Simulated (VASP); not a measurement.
# ZnO (P6_3mc) in VASP: notebook

The runs below take ZnO through single point, relaxation of cell and atoms, with PBEsol.

All numbers are computed with VASP 6.6.1; they aren't measurements. Logs are shortened: lines on timing, memory, paths and dates and some standing lists are left out, and cuts for length are marked.

### Step 1. The cell of the first run

The structure is hexagonal, space group P6_3mc (No. 186). Conventional cell: a = 3.230 Å, b = 3.230 Å, c = 5.214 Å, α = 90.00°, β = 90.00°, γ = 120.00°. Zn (site symmetry 3m) has 4 O at 1.97 to 1.98 Å within 2.6 Å. Within 2.6 Å of O (site symmetry 3m) lie 4 Zn at 1.97 to 1.98 Å.

### Step 2. Single point, PBEsol

File INCAR:

```
  PREC = Accurate
  ENCUT = 520
  EDIFF = 1E-6
  ISMEAR = -1
  SIGMA = 0.08
  LREAL = False
  LASPH = True
  NELM = 60
  ALGO = Normal
  ISIF = 2
  LWAVE = False
  LCHARG = False
  GGA = PS
  NBANDS = 26
```

File KPOINTS:

```
regular mesh
0
Gamma
  14 14 8
```

File POSCAR:

```
ZnO
1.0
    3.2299990317      0.0000000000      0.0000000000
   -1.6149995159      2.7972612157      0.0000000000
    0.0000000000      0.0000000000      5.2143592997
Zn O
2 2
Direct
    0.3333333333      0.6666666667      0.5000410921
    0.6666666667      0.3333333333      0.0000410921
    0.6666666667      0.3333333333      0.3789689079
    0.3333333333      0.6666666667      0.8789689079
```

Potentials or basis: VASP PAW PBE potentials, release 64 (Zn, O).

The run is started by

```sh
cat potpaw_PBE.64/Zn/POTCAR potpaw_PBE.64/O/POTCAR > POTCAR
mpirun -np 1 vasp_std > vasp.out
```

OUTCAR:

```text
PREC = Accurate
   ENCUT = 520
   EDIFF = 1E-6
   ISMEAR = -1
   LREAL = False
   LASPH = True
   NELM = 60
   ISIF = 2
   GGA = PS

 ion  position               nearest neighbor table
   1  0.333  0.667  0.500-   3 1.97   3 1.97   3 1.97   4 1.98
   2  0.667  0.333  0.000-   4 1.97   4 1.97   4 1.97   3 1.98
   3  0.667  0.333  0.379-   1 1.97   1 1.97   1 1.97   2 1.98
   4  0.333  0.667  0.879-   2 1.97   2 1.97   2 1.97   1 1.98

  LATTYP: Found a hexagonal cell.
 ALAT       =     3.2299990317
 C/A-ratio  =     1.6143532083

  Lattice vectors:

 A1 = (   3.2299990317,   0.0000000000,   0.0000000000)
 A2 = (  -1.6149995159,   2.7972612157,   0.0000000000)
 A3 = (   0.0000000000,   0.0000000000,   5.2143592997)

Analysis of symmetry for initial positions (statically):
=====================================================================
 Subroutine PRICEL returns:
 Original cell was already a primitive cell.

 Routine SETGRP: Setting up the symmetry group for a
 hexagonal supercell.

 Subroutine GETGRP returns: Found 12 space group operations
 (whereof  6 operations were pure point group operations)
 out of a pool of 24 trial point group operations.

The static configuration has the point symmetry C_3v.
 The point group associated with its full space group is C_6v.

Analysis of symmetry for dynamics (positions and initial velocities):
=====================================================================
 Subroutine PRICEL returns:
 Original cell was already a primitive cell.

 Routine SETGRP: Setting up the symmetry group for a
 hexagonal supercell.

 Subroutine GETGRP returns: Found 12 space group operations
 (whereof  6 operations were pure point group operations)
 out of a pool of 24 trial point group operations.

The dynamic configuration has the point symmetry C_3v.
 The point group associated with its full space group is C_6v.

 Subroutine INISYM returns: Found 12 space group operations
 (whereof  6 operations are pure point group operations),
 and found     1 'primitive' translations

----------------------------------------------------------------------------------------

                                     Primitive cell

  volume of cell :      47.1125

  direct lattice vectors                    reciprocal lattice vectors
     3.229999032  0.000000000  0.000000000     0.309597616  0.178746267  0.000000000
    -1.614999516  2.797261216  0.000000000     0.000000000  0.357492534  0.000000000
     0.000000000  0.000000000  5.214359300     0.000000000  0.000000000  0.191778115

  length of vectors
     3.229999032  3.229999032  5.214359300     0.357492534  0.357492534  0.191778115

  position of ions in fractional coordinates (direct lattice)
     0.333333333  0.666666667  0.500041092
     0.666666667  0.333333333  0.000041092
     0.666666667  0.333333333  0.378968908
     0.333333333  0.666666667  0.878968908

  ion indices of the primitive-cell ions
   primitive index   ion index
                 1           1
                 2           2
                 3           3
                 4           4

----------------------------------------------------------------------------------------

 KPOINTS: regular mesh

Automatic generation of k-mesh.
 Grid dimensions read from file:
 generate k-points for:   14   14    8

 Generating k-lattice:

  Cartesian coordinates                     Fractional coordinates (reciprocal lattice)
     0.022114115  0.012767590  0.000000000     0.071428571  0.000000000  0.000000000
     0.000000000  0.025535181  0.000000000     0.000000000  0.071428571  0.000000000
     0.000000000  0.000000000  0.023972264     0.000000000  0.000000000  0.125000000

  Length of vectors
     0.025535181  0.025535181  0.023972264

  Shift w.r.t. Gamma in fractional coordinates (k-lattice)
     0.000000000  0.000000000  0.000000000

 Subroutine IBZKPT returns following result:
 ===========================================

 Found    120 irreducible k-points:

 Following reciprocal coordinates:
            Coordinates               Weight
  0.000000  0.000000  0.000000      1.000000
  0.071429 -0.000000  0.000000      6.000000
  0.142857 -0.000000  0.000000      6.000000
  0.214286  0.000000  0.000000      6.000000
  0.285714 -0.000000  0.000000      6.000000
  0.357143 -0.000000  0.000000      6.000000
[... 16 lines left out ...]
  0.285714  0.285714  0.000000      6.000000
  0.357143  0.285714  0.000000      6.000000
 [... further k-points ...]
   k-points           NKPTS =    120   k-points in BZ     NKDIM =    120   number of bands    NBANDS=     26
   number of dos      NEDOS =    301   number of ions     NIONS =      4
   total plane-waves  NPLWV =  23040
   dimension x,y,z NGX =    24 NGY =   24 NGZ =   40
   dimension x,y,z NGXF=    48 NGYF=   48 NGZF=   80
   ions per type =               2   2
   NGX,Y,Z   is equivalent  to a cutoff of  12.35, 12.35, 12.75 a.u.
   NGXF,Y,Z  is equivalent  to a cutoff of  24.71, 24.71, 25.51 a.u.
 SYSTEM =  unknown system
   PREC   = accura    normal or accurate (medium, high low for compatibility)
   ISTART =      0    job   : 0-new  1-cont  2-samecut
   ICHARG =      2    charge: 1-file 2-atom 10-const
   ISPIN  =      1    spin polarized calculation?
   LNONCOLLINEAR =      F non collinear calculations
   LSORBIT =      F    spin-orbit coupling
   LASPH  =      T    aspherical Exc in radial PAW
   ENCUT  =  520.0 eV  38.22 Ry    6.18 a.u.   6.01  6.01  9.70*2*pi/ulx,y,z
   NELM   =     60;   NELMIN=  2; NELMDL= -5     # of ELM steps
   EDIFF  = 0.1E-05   stopping-criterion for ELM
   LREAL  =      F    real-space projection
   EDIFFG = 0.1E-04   stopping-criterion for IOM
   NSW    =      0    number of steps for IOM
   IBRION =     -1    ionic relax: 0-MD 1-quasi-New 2-CG
   NFREE  =      0    steps in history (QN), initial steepest desc. (CG)
   ISIF   =      2    stress and relaxation
   ISYM   =      2    0-nonsym 1-usesym 2-fastsym
   POTIM  = 0.5000    time-step for ionic-motion
   TEBEG  =    0.0;   TEEND  =   0.0 temperature during run
   PSTRESS=    0.0 pullay stress
   NELECT =      36.0000    total number of electrons
   NUPDOWN=      -1.0000    fix difference up-down
   EMIN   =  10.00;   EMAX   =-10.00  energy-range for DOS
   EFERMI =   0.00;   METHOD = LEGACY
   ISMEAR =    -1;   SIGMA  =   0.08  broadening in eV -4-tet -1-fermi 0-gaus
   EFERMI_NEDOS =   21; number of points for ismear=-14 and -15
   IALGO  =     38    algorithm
   IMIX   =      4    mixing-type and parameters
     AMIX     =   0.40;   BMIX     =  1.00
     AMIX_MAG =   1.60;   BMIX_MAG =  1.00
  volume/ion in A,a.u.               =      11.78        79.48
  Fermi-wavevector in a.u.,A,eV,Ry     =   1.496684  2.828323 30.477920  2.240064
  Thomas-Fermi vector in A             =   2.608669
   LORBIT       =      0    0 simple, 1 ext, 2 COOP (PROOUT), +10 PAW based schemes
   GGA     = PS    functional components
   LHFCALC =     F    Hartree Fock is set to
   AEXX    =    0.0000 exact exchange contribution
   IVDW    =     0    specifies the selected vdW correction
   LEPSILON=     F    determine dielectric tensor
   LRPA    =     F    only Hartree local field effects (RPA)
 non-spin polarized calculation
  energy-cutoff  :      520.00
  volume of cell :       47.11
 maximum number of plane-waves:      1292
   NGX = 13   NGY = 13   NGZ = 19

 number of electron      36.0000013 magnetization

 Free energy of the ion-electron system (eV)
  ---------------------------------------------------
  ext. energy  EPLUGINS =         0.00000000
  ---------------------------------------------------
  free energy    TOTEN  =       -19.41069001 eV

  energy without entropy =      -19.41059630  energy(sigma->0) =      -19.41064315

 E-fermi :   1.6327     XC(G=0): -11.2415

 val. band max:        1.1480814167   @ k =   0.0000   0.0000   0.0000
 cond. band min:       1.8375959412   @ k =   0.0000   0.0000   0.0000
 fundamental gap:      0.6895145245
 Fermi energy:         1.6326956882

 k-point     1 :       0.0000    0.0000    0.0000
  band No.  band energies     occupation
      1     -16.9824      2.00000
      2     -16.2270      2.00000
      3      -4.6633      2.00000
      4      -4.6213      2.00000
      5      -4.6213      2.00000
      6      -4.5781      2.00000
[... 18 lines left out ...]
     25      15.2680      0.00000
     26      15.2680      0.00000

 k-point     2 :       0.0714   -0.0000    0.0000
  band No.  band energies     occupation
      1     -16.9529      2.00000
      2     -16.2136      2.00000
      3      -4.6644      2.00000
      4      -4.6146      2.00000
      5      -4.6043      2.00000
      6      -4.5574      2.00000
[... 18 lines left out ...]
     25      15.1470      0.00000
     26      15.3430      0.00000

 k-point     3 :       0.1429   -0.0000    0.0000
  band No.  band energies     occupation
      1     -16.8679      2.00000
      2     -16.1767      2.00000
      3      -4.7563      2.00000
      4      -4.5581      2.00000
      5      -4.5226      2.00000
      6      -4.5044      2.00000
[... 18 lines left out ...]
     25      15.2290      0.00000
     26      15.4557      0.00000

 k-point     4 :       0.2143    0.0000    0.0000
  band No.  band energies     occupation
      1     -16.7391      2.00000
      2     -16.1257      2.00000
      3      -4.8650      2.00000
      4      -4.5325      2.00000
      5      -4.4958      2.00000
      6      -4.4080      2.00000
[... 18 lines left out ...]
     25      14.6255      0.00000
     26      15.3921      0.00000
[... 496 lines left out ...]
      1     -16.1882      2.00000
      2     -16.0376      2.00000
      3      -4.7231      2.00000
      4      -4.4124      2.00000
      5      -4.2795      2.00000
      6      -4.1591      2.00000
[... 18 lines left out ...]
     25      13.5166      0.00000
     26      14.6500      0.00000

 k-point    23 :       0.2857    0.2857    0.0000
  band No.  band energies     occupation
      1     -16.1764      2.00000
      2     -16.0399      2.00000
      3      -4.6868      2.00000
      4      -4.4173      2.00000
      5      -4.2069      2.00000
      6      -4.1594      2.00000
[... 18 lines left out ...]
     25      13.3142      0.00000
     26      15.0277      0.00000

 k-point    24 :       0.3571    0.2857    0.0000
  band No.  band energies     occupation
      1     -16.1231      2.00000
      2     -16.0640      2.00000
      3      -4.6881      2.00000
      4      -4.3270      2.00000
      5      -4.2322      2.00000
      6      -4.0217      2.00000
[... 18 lines left out ...]
     25      14.0083      0.00000
     26      14.5575      0.00000

 [... further k-points ...]

------------------------ aborting loop because EDIFF is reached ----------------------------------------

  FORCE on cell =-STRESS in cart. coord.  units (eV):
  Direction    XX          YY          ZZ          XY          YZ          ZX
  --------------------------------------------------------------------------------------
  -------------------------------------------------------------------------------------
  Total        0.2175320      0.2175320      0.2203057     -0.0000000      0.0000000      0.0000000
  in kB        7.3977114      7.3977114      7.4920370     -0.0000000      0.0000000      0.0000000
  external PRESSURE =       7.4291532 kB  Pullay stress =       0.0000000 kB

 VOLUME and BASIS-vectors are now :
 -----------------------------------------------------------------------------
  energy-cutoff  :      520.00
  volume of cell :       47.11
      direct lattice vectors                 reciprocal lattice vectors
     3.229999032  0.000000000  0.000000000     0.309597616  0.178746267  0.000000000
    -1.614999516  2.797261216  0.000000000     0.000000000  0.357492534  0.000000000
     0.000000000  0.000000000  5.214359300     0.000000000  0.000000000  0.191778115

 POSITION                                       TOTAL-FORCE (eV/Angst)
 -----------------------------------------------------------------------------------
     -0.00000      1.86484      2.60739        -0.000000      0.000000      0.000878
      1.61500      0.93242      0.00021         0.000000      0.000000      0.000878
      1.61500      0.93242      1.97608         0.000000      0.000000     -0.000878
     -0.00000      1.86484      4.58326         0.000000      0.000000     -0.000878
 -----------------------------------------------------------------------------------
    total drift:                                0.000000      0.000001     -0.000582

  FREE ENERGIE OF THE ION-ELECTRON SYSTEM (eV)
  ---------------------------------------------------
  free  energy   TOTEN  =       -19.4106900084 eV

  energy  without entropy=      -19.4105962997  energy(sigma->0) =      -19.41064315
```

Wall time 75 s (1 thread of AMD EPYC 9755, shared host); peak memory 0.21 GiB.

What came out:

```yaml
Free_energy: -19.4107 eV
Pressure: 0.7 GPa
Band_gap_on_the_k_mesh: 0.69 eV
```

Caveat: semilocal functionals underestimate gaps, and a narrow one can read as zero; the PAW data sets were made with another functional, which shifts forces and pressure a little. A k mesh can miss the band edges.

### Step 3. Relaxation of cell and atoms, PBEsol

This run uses another cell than the first one, of 11.90 Å³/atom.

File INCAR:

```
SYSTEM = ZnO
PREC = Accurate ; ENCUT = 600
EDIFF = 1E-6 ; ISMEAR = -1
SIGMA = 0.08 ; LREAL = .FALSE.
LASPH = .TRUE. ; NELM = 80
ALGO = Normal ; ISIF = 3
LWAVE = .FALSE. ; LCHARG = .FALSE.
GGA = PS ; IBRION = 2
NSW = 100 ; EDIFFG = -0.002
```

File KPOINTS:

```
Automatic mesh
0
G
  14 14 8
  0 0 0
```

File POSCAR:

```
ZnO
1.0
    3.2493080000      0.0000000000      0.0000000000
   -1.6246540000      2.8139832727      0.0000000000
    0.0000000000      0.0000000000      5.2057090000
Zn O
2 2
Direct
    0.3333333333      0.6666666667      0.5000000000
    0.6666666667      0.3333333333      0.0000000000
    0.6666666667      0.3333333333      0.3790100000
    0.3333333333      0.6666666667      0.8790100000
```

Potentials or basis: VASP PAW PBE potentials, release 64 (Zn, O).

The run is started by

```sh
cat potpaw_PBE.64/Zn/POTCAR potpaw_PBE.64/O/POTCAR > POTCAR
mpirun -np 1 vasp_std > vasp.out
```

Run time: 13 min. Hardware: 1 thread of AMD EPYC 9755, shared host; peak memory 0.24 GiB.

The run converged. Its results:

* Free energy: -19.4160 eV
* Relaxed volume: 11.85 Å³/atom
* Relaxed cell: a = 3.236 Å, b = 3.236 Å, c = 5.225 Å, α = 90.00°, β = 90.00°, γ = 120.00°
* Space group after relaxing (to 0.1 Å): P6_3mc (No. 186)
* Energy gained by relaxing: 0.4 meV/atom
* Ionic steps: 11
* Pressure after relaxing: 0.0 GPa
* Band gap on the k mesh: 0.68 eV

The path:
```tsv
step	energy change (eV)	largest force (eV/Å)	pressure (GPa)	volume (Å³)
1	0.0000	0.0650	-0.66	47.60
2	-0.0014	0.0328	0.43	47.26
3	-0.0016	0.0060	0.06	47.35
4	-0.0016	0.0083	0.10	47.34
5	-0.0017	0.0123	0.03	47.38
6	-0.0017	0.0157	-0.07	47.41
7	-0.0017	0.0097	-0.08	47.41
8	-0.0017	0.0009	-0.11	47.41
9	-0.0017	0.0018	0.03	47.35
10	-0.0017	0.0021	0.04	47.38
11	-0.0017	0.0012	-0.01	47.39
```

Final structure:
```
CELL_PARAMETERS angstrom
3.23608 0.00000 0.00000
-1.61804 2.80253 0.00000
0.00000 0.00000 5.22519
ATOMIC_POSITIONS crystal
Zn 0.33333 0.66667 0.50010
Zn 0.66667 0.33333 0.00010
O 0.66667 0.33333 0.37891
O 0.33333 0.66667 0.87891
```

Levels at points of the mesh, in eV from the valence-band top:
| k point | band 16 | band 17 | band 18 | band 19 | band 20 | band 21 |
| --- | --- | --- | --- | --- | --- | --- |
| (0.00, 0.00, 0.00) | -0.09 | 0.00 | 0.00 | 0.68 | 5.14 | 8.08 |
| (0.50, 0.00, 0.00) | -2.30 | -1.32 | -0.85 | 5.70 | 6.72 | 7.42 |
| (0.00, 0.00, 0.50) | -0.40 | -0.40 | -0.40 | 3.37 | 3.37 | 9.94 |
| (0.50, 0.00, 0.50) | -1.53 | -1.40 | -1.40 | 5.57 | 5.57 | 8.37 |

Caveat: semilocal functionals underestimate gaps, and a narrow one can read as zero; the PAW data sets were made with another functional, which shifts forces and pressure a little. A k mesh can miss the band edges.
